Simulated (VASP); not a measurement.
# Cs (Im-3m) in VASP: relaxation of cell and atoms with PBE

Aim: the relaxation of cell and atoms of Cs with PBE.

Everything below comes from runs of VASP 6.6.1. Logs are shortened: lines on timing, memory, paths and dates and some standing lists are left out, and cuts for length are marked.

### 1 The cell of the first run

Symmetry: Im-3m, No. 229, cubic system. The conventional cell has a = 6.257 Å, b = 6.257 Å, c = 6.257 Å, α = 90.00°, β = 90.00°, γ = 90.00°.

### 2 Relaxation of cell and atoms, PBE

The input, INCAR:

```
ALGO = Normal
EDIFF = 1E-6
EDIFFG = -0.005
ENCUT = 600
GGA = PE
IBRION = 2
ISIF = 3
ISMEAR = 0
LASPH = True
LCHARG = False
LREAL = False
LWAVE = False
NELM = 60
NSW = 100
PREC = Accurate
SIGMA = 0.1
```

The input, KPOINTS:

```
k-points
0
Gamma
  10 10 10
```

The input, POSCAR:

```
Cs
1.0
   -3.1284650614      3.1284650614      3.1284650614
    3.1284650614     -3.1284650614      3.1284650614
    3.1284650614      3.1284650614     -3.1284650614
Cs
1
Direct
    0.0000000000      0.0000000000      0.0000000000
```

Potentials or basis: VASP PAW PBE potentials, release 64 (Cs_sv).

Run with:

```bash
cat potpaw_PBE.64/Cs_sv/POTCAR > POTCAR
mpirun -np 1 vasp_std > vasp.out
```

OUTCAR:

```text
EDIFF = 1E-6
   EDIFFG = -0.005
   ENCUT = 600
   GGA = PE
   IBRION = 2
   ISIF = 3
   ISMEAR = 0
   LASPH = True
   LREAL = False
   NELM = 60
   NSW = 100
   PREC = Accurate

 ion  position               nearest neighbor table
   1  0.000  0.000  0.000-

  LATTYP: Found a body centered cubic cell.
 ALAT       =     6.2569301228

  Lattice vectors:

 A1 = (  -3.1284650614,   3.1284650614,   3.1284650614)
 A2 = (   3.1284650614,  -3.1284650614,   3.1284650614)
 A3 = (   3.1284650614,   3.1284650614,  -3.1284650614)

Analysis of symmetry for initial positions (statically):
=====================================================================
 Subroutine PRICEL returns:
 Original cell was already a primitive cell.

 Routine SETGRP: Setting up the symmetry group for a
 body centered cubic supercell.

 Subroutine GETGRP returns: Found 48 space group operations
 (whereof 48 operations were pure point group operations)
 out of a pool of 48 trial point group operations.

The static configuration has the point symmetry O_h .

Analysis of symmetry for dynamics (positions and initial velocities):
=====================================================================
 Subroutine PRICEL returns:
 Original cell was already a primitive cell.

 Routine SETGRP: Setting up the symmetry group for a
 body centered cubic supercell.

 Subroutine GETGRP returns: Found 48 space group operations
 (whereof 48 operations were pure point group operations)
 out of a pool of 48 trial point group operations.

The dynamic configuration has the point symmetry O_h .

 Subroutine INISYM returns: Found 48 space group operations
 (whereof 48 operations are pure point group operations),
 and found     1 'primitive' translations

----------------------------------------------------------------------------------------

                                     Primitive cell

  volume of cell :     122.4768

  direct lattice vectors                    reciprocal lattice vectors
    -3.128465061  3.128465061  3.128465061     0.000000000  0.159822785  0.159822785
     3.128465061 -3.128465061  3.128465061     0.159822785  0.000000000  0.159822785
     3.128465061  3.128465061 -3.128465061     0.159822785  0.159822785  0.000000000

  length of vectors
     5.418660436  5.418660436  5.418660436     0.226023551  0.226023551  0.226023551

[... 87 lines left out ...]
   TEBEG  =    0.0;   TEEND  =   0.0 temperature during run
   PSTRESS=    0.0 pullay stress
   NELECT =       9.0000    total number of electrons
   NUPDOWN=      -1.0000    fix difference up-down
   EMIN   =  10.00;   EMAX   =-10.00  energy-range for DOS
   EFERMI =   0.00;   METHOD = LEGACY
   ISMEAR =     0;   SIGMA  =   0.10  broadening in eV -4-tet -1-fermi 0-gaus
   EFERMI_NEDOS =   21; number of points for ismear=-14 and -15
   IALGO  =     38    algorithm
   IMIX   =      4    mixing-type and parameters
     AMIX     =   0.40;   BMIX     =  1.00
     AMIX_MAG =   1.60;   BMIX_MAG =  1.00
  volume/ion in A,a.u.               =     122.48       826.51
  Fermi-wavevector in a.u.,A,eV,Ry     =   0.685706  1.295796  6.397353  0.470192
  Thomas-Fermi vector in A             =   1.765724
   LORBIT       =      0    0 simple, 1 ext, 2 COOP (PROOUT), +10 PAW based schemes
   GGA     = PE    functional components
   LHFCALC =     F    Hartree Fock is set to
   AEXX    =    0.0000 exact exchange contribution
   IVDW    =     0    specifies the selected vdW correction
   LEPSILON=     F    determine dielectric tensor
   LRPA    =     F    only Hartree local field effects (RPA)
 conjugate gradient relaxation of ions
 non-spin polarized calculation
 Gauss-broadening in eV      SIGMA  =   0.10
  energy-cutoff  :      600.00
  volume of cell :      122.48
 maximum number of plane-waves:      4124
 NGX is ok and might be reduce to    48
   NGX = 21   NGY = 21   NGZ = 21

--------------------------------------- Ionic step        1  -------------------------------------------

 number of electron       9.0000000 magnetization

 Free energy of the ion-electron system (eV)
  ---------------------------------------------------
  ext. energy  EPLUGINS =         0.00000000
  ---------------------------------------------------
  free energy    TOTEN  =        -0.85000922 eV

  energy without entropy =       -0.84094814  energy(sigma->0) =       -0.84547868

------------------------ aborting loop because EDIFF is reached ----------------------------------------

  FORCE on cell =-STRESS in cart. coord.  units (eV):
  Direction    XX          YY          ZZ          XY          YZ          ZX
  --------------------------------------------------------------------------------------
  -------------------------------------------------------------------------------------
  Total       -0.0639457     -0.0639457     -0.0639457     -0.0000000      0.0000000      0.0000000
  in kB       -0.8365043     -0.8365043     -0.8365043     -0.0000000      0.0000000      0.0000000
  external PRESSURE =      -0.8365043 kB  Pullay stress =       0.0000000 kB
[... 92 lines left out ...]
--------------------------------------- Ionic step        4  -------------------------------------------

 number of electron       9.0000000 magnetization

 Free energy of the ion-electron system (eV)
  ---------------------------------------------------
  ext. energy  EPLUGINS =         0.00000000
  ---------------------------------------------------
  free energy    TOTEN  =        -0.85151106 eV

  energy without entropy =       -0.84227620  energy(sigma->0) =       -0.84689363

 E-fermi :   0.4205     XC(G=0):  -5.3679

 val. band max:        0.3836536741   @ k =  -0.3000   0.3000   0.3000
 cond. band min:       0.4361337365   @ k =   0.3000   0.2000   0.0000
 fundamental gap:      0.0524800624
 Fermi energy:         0.4205343517

 k-point     1 :       0.0000    0.0000    0.0000
  band No.  band energies     occupation
      1     -23.4522      2.00000
      2     -10.1974      2.00000
      3     -10.1974      2.00000
      4     -10.1974      2.00000
      5      -1.2475      2.00000
      6       2.8979      0.00000
      7       2.8979      0.00000
      8       2.8979      0.00000
[... 243 lines left out ...]
 k-point    24 :      -0.3000    0.3000    0.1000
  band No.  band energies     occupation
      1     -23.4476      2.00000
      2     -10.2817      2.00000
      3     -10.2304      2.00000
      4     -10.2072      2.00000
      5      -0.2664      2.00000
      6       1.9117      0.00000
      7       2.3593      0.00000
      8       3.1460      0.00000

 [... further k-points ...]
[... 5 lines left out ...]
  --------------------------------------------------------------------------------------
  -------------------------------------------------------------------------------------
  Total        0.0012881      0.0012881      0.0012881      0.0000000     -0.0000000      0.0000000
  in kB        0.0176652      0.0176652      0.0176652      0.0000000     -0.0000000      0.0000000
  external PRESSURE =       0.0176652 kB  Pullay stress =       0.0000000 kB
[... 16 lines left out ...]
  FREE ENERGIE OF THE ION-ELECTRON SYSTEM (eV)
  ---------------------------------------------------
  free  energy   TOTEN  =        -0.8515110616 eV

  energy  without entropy=       -0.8422762016  energy(sigma->0) =       -0.84689363

 reached required accuracy - stopping structural energy minimisation
```

OSZICAR:

```text
N       E                     dE             d eps       ncg     rms          rms(c)
DAV:   1     0.584589596583E+02    0.58459E+02   -0.30992E+03   752   0.863E+02
[... 29 lines left out ...]
DAV:   1    -0.857107082116E+00   -0.56525E-02   -0.12368E-01   752   0.229E+00    0.306E-01
DAV:   2    -0.852854613750E+00    0.42525E-02   -0.57297E-03   752   0.482E-01    0.141E-01
DAV:   3    -0.851504826141E+00    0.13498E-02   -0.50427E-03   840   0.427E-01    0.295E-02
DAV:   4    -0.851508992983E+00   -0.41668E-05   -0.20043E-05   864   0.398E-02    0.131E-02
DAV:   5    -0.851512621807E+00   -0.36288E-05   -0.49241E-06  1000   0.159E-02    0.263E-03
DAV:   6    -0.851511089106E+00    0.15327E-05   -0.24462E-07   480   0.469E-03    0.258E-04
DAV:   7    -0.851511061557E+00    0.27548E-07   -0.24908E-08   416   0.144E-03
   4 F= -.85151106E+00 E0= -.84689363E+00  d E =-.150184E-02
```

CONTCAR:

```text
Cs
   1.00000000000000
    -3.0795600058194901    3.0795600058194901    3.0795600058194901
     3.0795600058194901   -3.0795600058194901    3.0795600058194901
     3.0795600058194901    3.0795600058194901   -3.0795600058194901
  Cs
     1
Direct
     1.0000000000000000    1.0000000000000000    1.0000000000000000

  0.00000000E+00  0.00000000E+00  0.00000000E+00
```

Run time: 2.5 min. Hardware: 1 thread of Intel Xeon 8259CL, shared host; peak memory 0.36 GiB.

Results:

| Item | Value |
| --- | --- |
| Free energy | -0.8515 eV |
| Relaxed volume | 116.82 Å³/atom |
| Relaxed cell | a = 5.334 Å, b = 5.334 Å, c = 5.334 Å, α = 109.47°, β = 109.47°, γ = 109.47° |
| Space group after relaxing (to 0.1 Å) | Im-3m (No. 229) |
| Energy gained by relaxing | 1.5 meV/atom |
| Ionic steps | 4 |
| Pressure after relaxing | 0.0 GPa |
| Band gap on the k mesh | zero (an odd number of electrons rules out a gap without spin polarisation) |

The path:
```csv
step,energy change (eV),largest force (eV/Å),pressure (GPa),volume (Å³)
1,0.0000,0.0000,-0.08,122.48
2,-0.0005,0.0000,-0.07,121.35
3,-0.0014,0.0000,-0.02,118.00
4,-0.0015,0.0000,0.00,116.82
```

Final structure:
```xyz
1
Lattice="-3.0796 3.0796 3.0796 3.0796 -3.0796 3.0796 3.0796 3.0796 -3.0796" Properties=species:S:1:pos:R:3 pbc="T T T"
Cs    3.0796    3.0796    3.0796
```

Caveat: spin-orbit coupling is left out, which moves the levels of the heavy elements.
